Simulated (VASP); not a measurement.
# Mg2BeSeO2 (Cmm2) in VASP: a series of runs

The runs below take Mg2BeSeO2 through single point, relaxation of cell and atoms, with PBE.

Everything below comes from runs of VASP 6.6.1. Logs are shortened: lines on timing, memory, paths and dates and some standing lists are left out, and cuts for length are marked.

## Step 1: The cell of the first run

The structure is orthorhombic, space group Cmm2 (No. 35). The conventional cell has a = 4.383 Å, b = 4.975 Å, c = 8.087 Å, α = 90.00°, β = 90.00°, γ = 90.00°. Within 3.5 Å of Mg (site symmetry mm2) lie 5 Mg at 2.66 to 3.32 Å and 4 Se at 2.69 to 2.94 Å and 4 O at 2.95 Å. Within 3.2 Å of Mg (site symmetry mm2) lie 4 Se at 2.45 to 2.72 Å and 1 Mg at 2.66 Å and 4 Be at 2.90 to 3.13 Å. Within 2.6 Å of Be (site symmetry mm2) lie 4 O at 1.98 Å. Se (site symmetry mm2) has 8 Mg at 2.45 to 2.94 Å and 1 Be at 3.00 Å within 3.2 Å. O (site symmetry 2) has 2 Be at 1.98 Å and 4 O at 2.19 to 2.49 Å within 2.6 Å.

## Step 2: Single point, PBE

Input file INCAR:

```
ALGO = Normal
EDIFF = 1E-7
ENCUT = 520
GGA = PE
ISIF = 2
ISMEAR = 0
LASPH = True
LCHARG = False
LREAL = False
LWAVE = False
NBANDS = 21
NELM = 60
PREC = Accurate
SIGMA = 0.1
```

Input file KPOINTS:

```
k-points
0
Gamma
  6 6 2
```

Input file POSCAR:

```
Mg2BeSeO2
1.0
    2.1916654000     -2.4876811000      0.0000000000
    2.1916654000      2.4876811000      0.0000000000
    0.0000000000      0.0000000000      8.0872866400
Mg Be Se O
2 1 1 2
Direct
    0.0000000000      0.0000000000      0.9855265000
    0.0000000000      0.0000000000      0.6568193400
    0.5000000000      0.5000000000      0.4217985500
    0.5000000000      0.5000000000      0.7921715600
    0.0000000000      0.5000000000      0.2870096300
    0.5000000000      0.0000000000      0.2870096300
```

Potentials or basis: VASP PAW PBE potentials, release 64 (Mg, Be, Se, O).

On the command line:

```
> cat potpaw_PBE.64/Mg/POTCAR potpaw_PBE.64/Be/POTCAR potpaw_PBE.64/Se/POTCAR potpaw_PBE.64/O/POTCAR > POTCAR
> mpirun -np 1 vasp_std > vasp.out
```

OUTCAR:

```text
EDIFF = 1E-7
   ENCUT = 520
   GGA = PE
   ISIF = 2
   ISMEAR = 0
   LASPH = True
   LREAL = False
   NELM = 60
   PREC = Accurate

 ion  position               nearest neighbor table
   1  0.000  0.000  0.986-   2 2.66   4 2.69   4 2.69   4 2.94   4 2.94
   2  0.000  0.000  0.657-   4 2.45   4 2.45   1 2.66   4 2.72   4 2.72   3 2.90   3 2.90
   3  0.500  0.500  0.422-   5 1.98   6 1.98   6 1.98   5 1.98   2 2.90   2 2.90
   4  0.500  0.500  0.792-   2 2.45   2 2.45   1 2.69   1 2.69   2 2.72   2 2.72   1 2.94   1 2.94

   5  0.000  0.500  0.287-   3 1.98   3 1.98
   6  0.500  0.000  0.287-   3 1.98   3 1.98

  LATTYP: Found a base centered orthorhombic cell.
 ALAT       =     4.3833308000
 B/A-ratio  =     1.1350642758
 C/A-ratio  =     1.8450094253

  Lattice vectors:

 A1 = (   2.1916654000,  -2.4876811000,   0.0000000000)
 A2 = (   2.1916654000,   2.4876811000,   0.0000000000)
 A3 = (   0.0000000000,   0.0000000000,   8.0872866400)

Analysis of symmetry for initial positions (statically):
=====================================================================
 Subroutine PRICEL returns:
 Original cell was already a primitive cell.

 Routine SETGRP: Setting up the symmetry group for a
 base centered orthorhombic supercell.

 Subroutine GETGRP returns: Found  4 space group operations
 (whereof  4 operations were pure point group operations)
 out of a pool of  8 trial point group operations.

The static configuration has the point symmetry C_2v.

Analysis of symmetry for dynamics (positions and initial velocities):
=====================================================================
 Subroutine PRICEL returns:
 Original cell was already a primitive cell.

 Routine SETGRP: Setting up the symmetry group for a
 base centered orthorhombic supercell.

 Subroutine GETGRP returns: Found  4 space group operations
 (whereof  4 operations were pure point group operations)
 out of a pool of  8 trial point group operations.

The dynamic configuration has the point symmetry C_2v.

 Subroutine INISYM returns: Found  4 space group operations
 (whereof  4 operations are pure point group operations),
 and found     1 'primitive' translations

----------------------------------------------------------------------------------------

                                     Primitive cell

  volume of cell :      88.1864

  direct lattice vectors                    reciprocal lattice vectors
     2.191665400 -2.487681100  0.000000000     0.228137014 -0.200990392  0.000000000
     2.191665400  2.487681100  0.000000000     0.228137014  0.200990392  0.000000000
     0.000000000  0.000000000  8.087286640     0.000000000  0.000000000  0.123650866

  length of vectors
     3.315411661  3.315411661  8.087286640     0.304045449  0.304045449  0.123650866

  position of ions in fractional coordinates (direct lattice)
     0.000000000  0.000000000  0.985526500
     0.000000000  0.000000000  0.656819340
     0.500000000  0.500000000  0.421798550
     0.500000000  0.500000000  0.792171560
     0.000000000  0.500000000  0.287009630
     0.500000000  0.000000000  0.287009630

  ion indices of the primitive-cell ions
   primitive index   ion index
                 1           1
                 2           2
                 3           3
                 4           4
                 5           5
                 6           6

----------------------------------------------------------------------------------------

 KPOINTS: k-points

Automatic generation of k-mesh.
 Grid dimensions read from file:
 generate k-points for:    6    6    2

 Generating k-lattice:

  Cartesian coordinates                     Fractional coordinates (reciprocal lattice)
     0.038022836 -0.033498399  0.000000000     0.166666667  0.000000000  0.000000000
     0.038022836  0.033498399  0.000000000     0.000000000  0.166666667  0.000000000
     0.000000000  0.000000000  0.061825433     0.000000000  0.000000000  0.500000000

  Length of vectors
     0.050674241  0.050674241  0.061825433

  Shift w.r.t. Gamma in fractional coordinates (k-lattice)
     0.000000000  0.000000000  0.000000000

 Subroutine IBZKPT returns following result:
 ===========================================

 Found     26 irreducible k-points:

 Following reciprocal coordinates:
            Coordinates               Weight
  0.000000  0.000000  0.000000      1.000000
  0.166667  0.000000  0.000000      4.000000
  0.333333  0.000000  0.000000      4.000000
  0.500000  0.000000  0.000000      2.000000
  0.166667  0.166667  0.000000      2.000000
  0.333333  0.166667  0.000000      4.000000
[... 16 lines left out ...]
  0.333333  0.333333  0.500000      2.000000
  0.500000  0.333333  0.500000      4.000000
 [... further k-points ...]
   k-points           NKPTS =     26   k-points in BZ     NKDIM =     26   number of bands    NBANDS=     21
   number of dos      NEDOS =    301   number of ions     NIONS =      6
   total plane-waves  NPLWV =  47040
   dimension x,y,z NGX =    28 NGY =   28 NGZ =   60
   dimension x,y,z NGXF=    56 NGYF=   56 NGZF=  120
   ions per type =               2   1   1   2
   NGX,Y,Z   is equivalent  to a cutoff of  14.04, 14.04, 12.33 a.u.
   NGXF,Y,Z  is equivalent  to a cutoff of  28.08, 28.08, 24.67 a.u.
 SYSTEM =  unknown system
   PREC   = accura    normal or accurate (medium, high low for compatibility)
   ISTART =      0    job   : 0-new  1-cont  2-samecut
   ICHARG =      2    charge: 1-file 2-atom 10-const
   ISPIN  =      1    spin polarized calculation?
   LNONCOLLINEAR =      F non collinear calculations
   LSORBIT =      F    spin-orbit coupling
   LASPH  =      T    aspherical Exc in radial PAW
   ENCUT  =  520.0 eV  38.22 Ry    6.18 a.u.   6.16  6.16 15.04*2*pi/ulx,y,z
   NELM   =     60;   NELMIN=  2; NELMDL= -5     # of ELM steps
   EDIFF  = 0.1E-06   stopping-criterion for ELM
   LREAL  =      F    real-space projection
   EDIFFG = 0.1E-05   stopping-criterion for IOM
   NSW    =      0    number of steps for IOM
   IBRION =     -1    ionic relax: 0-MD 1-quasi-New 2-CG
   NFREE  =      0    steps in history (QN), initial steepest desc. (CG)
   ISIF   =      2    stress and relaxation
   ISYM   =      2    0-nonsym 1-usesym 2-fastsym
   POTIM  = 0.5000    time-step for ionic-motion
   TEBEG  =    0.0;   TEEND  =   0.0 temperature during run
   PSTRESS=    0.0 pullay stress
   NELECT =      24.0000    total number of electrons
   NUPDOWN=      -1.0000    fix difference up-down
   EMIN   =  10.00;   EMAX   =-10.00  energy-range for DOS
   EFERMI =   0.00;   METHOD = LEGACY
   ISMEAR =     0;   SIGMA  =   0.10  broadening in eV -4-tet -1-fermi 0-gaus
   EFERMI_NEDOS =   21; number of points for ismear=-14 and -15
   IALGO  =     38    algorithm
   IMIX   =      4    mixing-type and parameters
     AMIX     =   0.40;   BMIX     =  1.00
     AMIX_MAG =   1.60;   BMIX_MAG =  1.00
  volume/ion in A,a.u.               =      14.70        99.19
  Fermi-wavevector in a.u.,A,eV,Ry     =   1.060909  2.004827 15.313726  1.125527
  Thomas-Fermi vector in A             =   2.196306
   LORBIT       =      0    0 simple, 1 ext, 2 COOP (PROOUT), +10 PAW based schemes
   GGA     = PE    functional components
   LHFCALC =     F    Hartree Fock is set to
   AEXX    =    0.0000 exact exchange contribution
   IVDW    =     0    specifies the selected vdW correction
   LEPSILON=     F    determine dielectric tensor
   LRPA    =     F    only Hartree local field effects (RPA)
 non-spin polarized calculation
 Gauss-broadening in eV      SIGMA  =   0.10
  energy-cutoff  :      520.00
  volume of cell :       88.19
 maximum number of plane-waves:      2394
 NGX is ok and might be reduce to    28
   NGX = 13   NGY = 13   NGZ = 31

 number of electron      24.0000008 magnetization

 Free energy of the ion-electron system (eV)
  ---------------------------------------------------
  ext. energy  EPLUGINS =         0.00000000
  ---------------------------------------------------
  free energy    TOTEN  =       -21.03080752 eV

  energy without entropy =      -21.01164704  energy(sigma->0) =      -21.02122728

 E-fermi :   4.0443     XC(G=0):  -9.6074

 val. band max:        4.0377526834   @ k =   0.5000   0.1667   0.0000
 cond. band min:       4.0492085821   @ k =  -0.3333   0.3333   0.5000
 fundamental gap:      0.0114558988
 Fermi energy:         4.0443107205

 k-point     1 :       0.0000    0.0000    0.0000
  band No.  band energies     occupation
      1     -14.4006      2.00000
      2     -11.8995      2.00000
      3     -11.2212      2.00000
      4      -3.4311      2.00000
      5      -0.3735      2.00000
      6      -0.2711      2.00000
[... 13 lines left out ...]
     20      11.8468      0.00000
     21      11.8729      0.00000

 k-point     2 :       0.1667    0.0000    0.0000
  band No.  band energies     occupation
      1     -14.2199      2.00000
      2     -11.6612      2.00000
      3     -11.4750      2.00000
      4      -3.1203      2.00000
      5      -0.8732      2.00000
      6      -0.1000      2.00000
[... 13 lines left out ...]
     20      11.7430      0.00000
     21      12.2864      0.00000

 k-point     3 :       0.3333    0.0000    0.0000
  band No.  band energies     occupation
      1     -13.7068      2.00000
      2     -12.1317      2.00000
      3     -11.0858      2.00000
      4      -3.2303      2.00000
      5      -2.2809      2.00000
      6       0.3217      2.00000
[... 13 lines left out ...]
     20      11.7699      0.00000
     21      12.6297      0.00000
[... 457 lines left out ...]
 k-point    23 :       0.3333    0.3333    0.5000
  band No.  band energies     occupation
      1     -12.8661      2.00000
      2     -12.8402      2.00000
      3     -10.2945      2.00000
      4      -2.7678      2.00000
      5      -2.1878      2.00000
      6      -1.1608      2.00000
[... 13 lines left out ...]
     20      11.2656      0.00000
     21      12.2487      0.00000

 k-point    24 :       0.5000    0.3333    0.5000
  band No.  band energies     occupation
      1     -13.2386      2.00000
      2     -12.3139      2.00000
      3     -10.0529      2.00000
      4      -3.1998      2.00000
      5      -1.8107      2.00000
      6      -1.5136      2.00000
[... 13 lines left out ...]
     20      10.3821      0.00000
     21      11.2213      0.00000

 [... further k-points ...]
[... 5 lines left out ...]
  --------------------------------------------------------------------------------------
  -------------------------------------------------------------------------------------
  Total        5.1476892      2.0787964     -7.0547669      0.0000000      0.0000000      0.0000000
  in kB       93.5235778     37.7677188   -128.1714988      0.0000000      0.0000000      0.0000000
  external PRESSURE =       1.0399326 kB  Pullay stress =       0.0000000 kB

 VOLUME and BASIS-vectors are now :
 -----------------------------------------------------------------------------
  energy-cutoff  :      520.00
  volume of cell :       88.19
      direct lattice vectors                 reciprocal lattice vectors
     2.191665400 -2.487681100  0.000000000     0.228137014 -0.200990392  0.000000000
     2.191665400  2.487681100  0.000000000     0.228137014  0.200990392  0.000000000
     0.000000000  0.000000000  8.087286640     0.000000000  0.000000000  0.123650866

 POSITION                                       TOTAL-FORCE (eV/Angst)
 -----------------------------------------------------------------------------------
      0.00000      0.00000      7.97024        -0.000000      0.000000      3.556892
      0.00000      0.00000      5.31189        -0.000000      0.000000     -2.662028
      2.19167      0.00000      3.41121        -0.000000      0.000000     -5.400920
      2.19167      0.00000      6.40652         0.000000      0.000000      1.371940
      1.09583      1.24384      2.32113         0.000000      0.000000      1.567057
      1.09583     -1.24384      2.32113        -0.000000      0.000000      1.567057
 -----------------------------------------------------------------------------------
    total drift:                               -0.000000      0.000000     -0.000070

  FREE ENERGIE OF THE ION-ELECTRON SYSTEM (eV)
  ---------------------------------------------------
  free  energy   TOTEN  =       -21.0308075188 eV

  energy  without entropy=      -21.0116470450  energy(sigma->0) =      -21.02122728
```

Run time: 56 s. Hardware: 1 thread of AMD EPYC 7R43 (Zen 3), shared host; peak memory 0.2 GiB.

Results:

```
Free energy            : -21.0308 eV
Pressure               : 0.1 GPa
Largest force          : 5.401 eV/Å
Band gap on the k mesh : zero (band 12 reaches 4.62 eV, above the bottom of band 13 at 3.19 eV)
```

Forces in eV/Å, atoms in the order of the input:
```
Mg   0.000  0.000  3.557
Mg   0.000  0.000 -2.662
Be   0.000  0.000 -5.401
Se   0.000  0.000  1.372
O    0.000  0.000  1.567
O    0.000  0.000  1.567
```

Caveat: the k points lie up to 0.39 Å⁻¹ apart; forces of over 1 eV/Å act on the atoms, so gaps and moduli don't describe the material at rest.

## Step 3: Relaxation of cell and atoms, PBE

Input file INCAR:

```
SYSTEM = Mg2BeSeO2
PREC = Accurate
ENCUT = 600
EDIFF = 1E-6
ISMEAR = 0
SIGMA = 0.1
LREAL = .False.
LASPH = .True.
NELM = 60
ALGO = Normal
ISIF = 3
LWAVE = .False.
LCHARG = .False.
GGA = PE
IBRION = 2
NSW = 90
EDIFFG = -0.04
```

Input file KPOINTS:

```
Automatic mesh
0
Gamma
  6 6 2
  0 0 0
```

POSCAR is that of step 2.

Potentials or basis: VASP PAW PBE potentials, release 64 (Mg, Be, Se, O).

On the command line:

```
> cat potpaw_PBE.64/Mg/POTCAR potpaw_PBE.64/Be/POTCAR potpaw_PBE.64/Se/POTCAR potpaw_PBE.64/O/POTCAR > POTCAR
> mpirun -np 1 vasp_std > vasp.out
```

It took 9.7 min on 1 thread of AMD EPYC 7R43 (Zen 3), shared host; peak memory 0.23 GiB.

The run converged. Its results:

```
Free energy                            : -31.0940 eV
Relaxed volume                         : 12.01 Å³/atom
Relaxed cell                           : a = 3.504 Å, b = 3.504 Å, c = 5.869 Å, α = 90.00°, β = 90.00°, γ = 89.98°
Space group after relaxing (to 0.05 Å) : P4/mmm (No. 123)
Energy gained by relaxing              : 1676.8 meV/atom
Ionic steps                            : 18
Pressure after relaxing                : 0.0 GPa
Largest force after relaxing           : 0.018 eV/Å
```

Forces on the atoms (eV/Å):
```
Mg   0.000  0.000  0.002
Mg   0.000  0.000  0.001
Be   0.000  0.000 -0.001
Se   0.000  0.000 -0.018
O    0.000  0.000  0.008
O    0.000  0.000  0.008
```

Stress tensor (GPa, compression positive):
```
-0.01  0.00  0.00
 0.00  0.09  0.00
 0.00  0.00 -0.12
```

Step by step:
```
step  energy change (eV)  largest force (eV/Å)  pressure (GPa)  volume (Å³)
   1              0.0000                5.4023            0.04        88.19
   2             -3.1901                4.7875           -3.92        88.00
   3             -8.6040                2.7668          -13.78        84.48
   4             -9.0817                3.4510           19.48        63.58
   5             -9.8862                1.0025           -0.48        71.36
   6             -9.8914                0.9772            0.48        70.82
   7             -9.8915                0.9652            0.97        70.56
   8             -9.9910                0.5244            0.27        71.73
   9            -10.0061                0.5251           -0.06        72.38
  10            -10.0337                0.2551           -0.50        72.64
  11            -10.0363                0.2399           -0.69        72.75
  12            -10.0557                0.1042            0.22        72.00
  13            -10.0577                0.0556            0.70        71.66
  14            -10.0577                0.0573           -0.83        72.52
  15            -10.0592                0.0540           -0.08        72.08
  16            -10.0600                0.0464           -0.07        72.10
  17            -10.0605                0.0574           -0.04        72.12
  18            -10.0610                0.0177           -0.02        72.07
```

Final structure:
```yaml
crystal:
  lattice:
    - [2.47837, -2.47746, 0.00000]
    - [2.47837, 2.47746, 0.00000]
    - [0.00000, 0.00000, 5.86917]
  atoms:
    - { symbol: Mg, position: [0.00000, 0.00000, 0.09666] }
    - { symbol: Mg, position: [0.00000, 0.00000, 0.54643] }
    - { symbol: Be, position: [0.50000, 0.50000, 0.32128] }
    - { symbol: Se, position: [0.50000, 0.50000, 0.82247] }
    - { symbol: O, position: [0.00000, 0.50000, 0.32175] }
    - { symbol: O, position: [0.50000, 0.00000, 0.32175] }
```

Levels at points of the mesh, in eV from the Fermi level:
| k point | band 9 | band 10 | band 11 | band 12 | band 13 | band 14 | band 15 | band 16 |
| --- | --- | --- | --- | --- | --- | --- | --- | --- |
| (0.00, 0.00, 0.00) | -2.30 | -1.75 | -0.79 | -0.78 | 1.23 | 3.26 | 5.49 | 6.47 |
| (0.50, 0.00, 0.00) | -4.45 | -4.11 | -1.57 | -0.04 | 3.59 | 4.68 | 6.33 | 6.42 |
| (0.50, 0.50, 0.00) | -4.01 | -2.82 | -1.77 | -1.20 | 0.31 | 5.02 | 5.53 | 5.53 |
| (0.00, 0.00, 0.50) | -2.30 | -2.30 | -0.89 | -0.89 | 1.88 | 5.25 | 5.61 | 6.03 |
| (0.50, 0.00, 0.50) | -4.11 | -3.41 | -2.45 | -0.13 | 2.36 | 4.51 | 5.86 | 6.31 |
| (0.50, 0.50, 0.50) | -2.83 | -1.77 | -1.63 | -1.20 | -0.03 | 2.57 | 3.84 | 3.84 |

Caveat: the k points lie up to 0.54 Å⁻¹ apart in the final cell; the volume moved by over 15 % at a fixed basis, so the end points are rough.
